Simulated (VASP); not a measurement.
# SiGe2N2 (I4/mmm) in VASP: a series of runs

Runs on SiGe2N2. Level: PBE. Tasks: single point, relaxation of cell and atoms.

Everything below comes from runs of VASP 6.6.1. Logs are shortened: lines on timing, memory, paths and dates and some standing lists are left out, and cuts for length are marked.

## 1. The cell of the first run

The structure is tetragonal, space group I4/mmm (No. 139). The conventional cell has a = 4.163 Å, b = 4.163 Å, c = 8.743 Å, α = 90.00°, β = 90.00°, γ = 90.00°. Si (site symmetry 4/mmm) has 2 N at 2.27 Å within 3.0 Å. Ge (site symmetry -4m2) has 4 N at 2.08 Å within 2.8 Å. Within 2.8 Å of N (site symmetry 4mm) lie 4 Ge at 2.08 Å and 1 Si at 2.27 Å.

## 2. Single point, PBE

The input, INCAR:

```
  PREC = Accurate
  ENCUT = 520
  EDIFF = 1E-6
  ISMEAR = 0
  SIGMA = 0.1
  LREAL = F
  LASPH = T
  NELM = 60
  ALGO = Normal
  ISIF = 2
  LWAVE = F
  LCHARG = F
  GGA = PE
  NBANDS = 29
```

The input, KPOINTS:

```
Automatic mesh
0
Gamma
  6 6 6
```

The input, POSCAR:

```
SiGe2N2
1.0
   -2.0815263764      2.0815263764      4.3714523734
    2.0815263764     -2.0815263764      4.3714523734
    2.0815263764      2.0815263764     -4.3714523734
Si Ge N
1 2 2
Direct
    0.0000000000      0.0000000000      0.0000000000
    0.2500000000      0.7500000000      0.5000000000
    0.7500000000      0.2500000000      0.5000000000
    0.7404049864      0.7404049864      0.0000000000
    0.2595950136      0.2595950136      0.0000000000
```

Potentials or basis: VASP PAW PBE potentials, release 64 (Si, Ge_d, N).

Started as:

```
$ cat potpaw_PBE.64/Si/POTCAR potpaw_PBE.64/Ge_d/POTCAR potpaw_PBE.64/N/POTCAR > POTCAR
$ mpirun -np 1 vasp_std > vasp.out
```

OUTCAR:

```text
PREC = Accurate
   ENCUT = 520
   EDIFF = 1E-6
   ISMEAR = 0
   LREAL = F
   LASPH = T
   NELM = 60
   ISIF = 2
   GGA = PE

 ion  position               nearest neighbor table
   1  0.000  0.000  0.000-   4 2.27   5 2.27   2 3.02   3 3.02   2 3.02   3 3.02   3 3.02   2 3.02
                             3 3.02   2 3.02
   2  0.250  0.750  0.500-   5 2.08   4 2.08   5 2.08   4 2.08   1 3.02   1 3.02   1 3.02   1 3.02

   3  0.750  0.250  0.500-   5 2.08   4 2.08   5 2.08   4 2.08   1 3.02   1 3.02   1 3.02   1 3.02

   4  0.740  0.740  0.000-   2 2.08   3 2.08   2 2.08   3 2.08   1 2.27
   5  0.260  0.260  0.000-   2 2.08   3 2.08   2 2.08   3 2.08   1 2.27

  LATTYP: Found a body centered tetragonal cell.
 ALAT       =     4.1630527528
 C/A-ratio  =     2.1001186547

  Lattice vectors:

 A1 = (  -2.0815263764,   2.0815263764,   4.3714523734)
 A2 = (   2.0815263764,  -2.0815263764,   4.3714523734)
 A3 = (   2.0815263764,   2.0815263764,  -4.3714523734)

Analysis of symmetry for initial positions (statically):
=====================================================================
 Subroutine PRICEL returns:
 Original cell was already a primitive cell.

 Routine SETGRP: Setting up the symmetry group for a
 body centered tetragonal supercell.

 Subroutine GETGRP returns: Found 16 space group operations
 (whereof 16 operations were pure point group operations)
 out of a pool of 16 trial point group operations.

The static configuration has the point symmetry D_4h.

Analysis of symmetry for dynamics (positions and initial velocities):
=====================================================================
 Subroutine PRICEL returns:
 Original cell was already a primitive cell.

 Routine SETGRP: Setting up the symmetry group for a
 body centered tetragonal supercell.

 Subroutine GETGRP returns: Found 16 space group operations
 (whereof 16 operations were pure point group operations)
 out of a pool of 16 trial point group operations.

The dynamic configuration has the point symmetry D_4h.

 Subroutine INISYM returns: Found 16 space group operations
 (whereof 16 operations are pure point group operations),
[... 91 lines left out ...]
   NGXF,Y,Z  is equivalent  to a cutoff of  25.24, 25.24, 25.24 a.u.
 SYSTEM =  unknown system
   PREC   = accura    normal or accurate (medium, high low for compatibility)
   ISTART =      0    job   : 0-new  1-cont  2-samecut
   ICHARG =      2    charge: 1-file 2-atom 10-const
   ISPIN  =      1    spin polarized calculation?
   LNONCOLLINEAR =      F non collinear calculations
   LSORBIT =      F    spin-orbit coupling
   LASPH  =      T    aspherical Exc in radial PAW
   ENCUT  =  520.0 eV  38.22 Ry    6.18 a.u.   9.80  9.80  9.80*2*pi/ulx,y,z
   NELM   =     60;   NELMIN=  2; NELMDL= -5     # of ELM steps
   EDIFF  = 0.1E-05   stopping-criterion for ELM
   LREAL  =      F    real-space projection
   EDIFFG = 0.1E-04   stopping-criterion for IOM
   NSW    =      0    number of steps for IOM
   IBRION =     -1    ionic relax: 0-MD 1-quasi-New 2-CG
   NFREE  =      0    steps in history (QN), initial steepest desc. (CG)
   ISIF   =      2    stress and relaxation
   ISYM   =      2    0-nonsym 1-usesym 2-fastsym
   POTIM  = 0.5000    time-step for ionic-motion
   TEBEG  =    0.0;   TEEND  =   0.0 temperature during run
   PSTRESS=    0.0 pullay stress
   NELECT =      42.0000    total number of electrons
   NUPDOWN=      -1.0000    fix difference up-down
   EMIN   =  10.00;   EMAX   =-10.00  energy-range for DOS
   EFERMI =   0.00;   METHOD = LEGACY
   ISMEAR =     0;   SIGMA  =   0.10  broadening in eV -4-tet -1-fermi 0-gaus
   EFERMI_NEDOS =   21; number of points for ismear=-14 and -15
   IALGO  =     38    algorithm
   IMIX   =      4    mixing-type and parameters
     AMIX     =   0.40;   BMIX     =  1.00
     AMIX_MAG =   1.60;   BMIX_MAG =  1.00
  volume/ion in A,a.u.               =      15.15       102.25
  Fermi-wavevector in a.u.,A,eV,Ry     =   1.344853  2.541403 24.607890  1.808629
  Thomas-Fermi vector in A             =   2.472813
   LORBIT       =      0    0 simple, 1 ext, 2 COOP (PROOUT), +10 PAW based schemes
   GGA     = PE    functional components
   LHFCALC =     F    Hartree Fock is set to
   AEXX    =    0.0000 exact exchange contribution
   IVDW    =     0    specifies the selected vdW correction
   LEPSILON=     F    determine dielectric tensor
   LRPA    =     F    only Hartree local field effects (RPA)
 non-spin polarized calculation
 Gauss-broadening in eV      SIGMA  =   0.10
  energy-cutoff  :      520.00
  volume of cell :       75.76
 maximum number of plane-waves:      2052
   NGX = 19   NGY = 19   NGZ = 19

 number of electron      42.0000015 magnetization

 Free energy of the ion-electron system (eV)
  ---------------------------------------------------
  ext. energy  EPLUGINS =         0.00000000
  ---------------------------------------------------
  free energy    TOTEN  =       -26.21396671 eV

  energy without entropy =      -26.20133322  energy(sigma->0) =      -26.20764996

 E-fermi :   5.7503     XC(G=0): -10.5526

 val. band max:        5.7192055763   @ k =   0.1667   0.1667  -0.0000
 cond. band min:       5.7697622883   @ k =  -0.1667  -0.3333   0.1667
 fundamental gap:      0.0505567120
 Fermi energy:         5.7502677472

 k-point     1 :       0.0000    0.0000    0.0000
  band No.  band energies     occupation
      1     -19.5243      2.00000
      2     -19.4643      2.00000
      3     -19.4260      2.00000
      4     -19.3738      2.00000
      5     -19.3738      2.00000
      6     -19.3457      2.00000
[... 757 lines left out ...]
     28      13.3218      0.00000
     29      13.4266      0.00000

 [... further k-points ...]
[... 5 lines left out ...]
  --------------------------------------------------------------------------------------
  -------------------------------------------------------------------------------------
  Total        0.0357864      0.0357864     -0.0632965      0.0000000      0.0000000      0.0000000
  in kB        0.7567954      0.7567954     -1.3385689      0.0000000      0.0000000      0.0000000
  external PRESSURE =       0.0583406 kB  Pullay stress =       0.0000000 kB

 VOLUME and BASIS-vectors are now :
 -----------------------------------------------------------------------------
  energy-cutoff  :      520.00
  volume of cell :       75.76
      direct lattice vectors                 reciprocal lattice vectors
    -2.081526376  2.081526376  4.371452373     0.000000000  0.240208342  0.114378462
     2.081526376 -2.081526376  4.371452373     0.240208342  0.000000000  0.114378462
     2.081526376  2.081526376 -4.371452373     0.240208342  0.240208342  0.000000000

 POSITION                                       TOTAL-FORCE (eV/Angst)
 -----------------------------------------------------------------------------------
      0.00000      0.00000      0.00000         0.000000      0.000000      0.000000
      2.08153     -0.00000      2.18573         0.000000      0.000000      0.000000
     -0.00000      2.08153      2.18573         0.000000      0.000000     -0.000000
      0.00000      0.00000      6.47329        -0.000000     -0.000000     -0.005857
      0.00000      0.00000      2.26961         0.000000      0.000000      0.005857
 -----------------------------------------------------------------------------------
    total drift:                                0.000000      0.000000     -0.000000

  FREE ENERGIE OF THE ION-ELECTRON SYSTEM (eV)
  ---------------------------------------------------
  free  energy   TOTEN  =       -26.2139667126 eV

  energy  without entropy=      -26.2013332158  energy(sigma->0) =      -26.20764996
```

OSZICAR:

```text
N       E                     dE             d eps       ncg     rms          rms(c)
DAV:   1     0.395912367087E+03    0.39591E+03   -0.20471E+04  2229   0.335E+03
DAV:   2     0.426553973560E+02   -0.35326E+03   -0.33809E+03  1756   0.822E+02
DAV:   3    -0.252873078526E+02   -0.67943E+02   -0.66568E+02  2056   0.186E+02
DAV:   4    -0.292532424748E+02   -0.39659E+01   -0.39431E+01  2104   0.514E+01
DAV:   5    -0.293495825218E+02   -0.96340E-01   -0.96230E-01  2104   0.844E+00    0.106E+01
DAV:   6    -0.263233952439E+02    0.30262E+01   -0.19329E+01  2431   0.300E+01    0.447E+00
DAV:   7    -0.262360090657E+02    0.87386E-01   -0.21708E+00  1903   0.760E+00    0.255E+00
DAV:   8    -0.262226672018E+02    0.13342E-01   -0.27739E-01  2539   0.327E+00    0.961E-01
DAV:   9    -0.262140429374E+02    0.86243E-02   -0.43242E-02  2530   0.144E+00    0.197E-01
DAV:  10    -0.262139685947E+02    0.74343E-04   -0.66317E-03  2094   0.526E-01    0.103E-01
DAV:  11    -0.262139977700E+02   -0.29175E-04   -0.56561E-04  2078   0.184E-01    0.609E-02
DAV:  12    -0.262139655784E+02    0.32192E-04   -0.19555E-04  2231   0.662E-02    0.913E-03
DAV:  13    -0.262139667763E+02   -0.11980E-05   -0.17785E-05  2302   0.465E-02    0.542E-03
DAV:  14    -0.262139667126E+02    0.63724E-07   -0.57974E-07  1276   0.793E-03
   1 F= -.26213967E+02 E0= -.26207650E+02  d E =-.126335E-01
```

stdout:

```text
POSCAR found type information on POSCAR SiGeN
 POSCAR found :  3 types and       5 ions
 scaLAPACK will be used
 LDA part: xc-table for (Slater+PW92), standard interpolation
 POSCAR, INCAR and KPOINTS ok, starting setup
 FFT: planning ... GRIDC
 FFT: planning ... GRID_SOFT
 FFT: planning ... GRID
 WAVECAR not read
 entering main loop
```

Wall time 35 s (1 thread of Intel Xeon 6975P-C (Granite Rapids), shared host); peak memory 0.26 GiB.

Results:

| Property | Result |
| --- | --- |
| Free energy | -26.2140 eV |
| Pressure | 0.0 GPa |
| Largest force | 0.006 eV/Å |
| Band gap on the k mesh | zero (band 21 reaches 6.79 eV, above the bottom of band 22 at 5.37 eV) |

Forces in eV/Å, atoms in the order of the input:
```
Si   0.000  0.000  0.000
Ge   0.000  0.000  0.000
Ge   0.000  0.000  0.000
N    0.000  0.000 -0.006
N    0.000  0.000  0.006
```

[end of part 1 of 2]
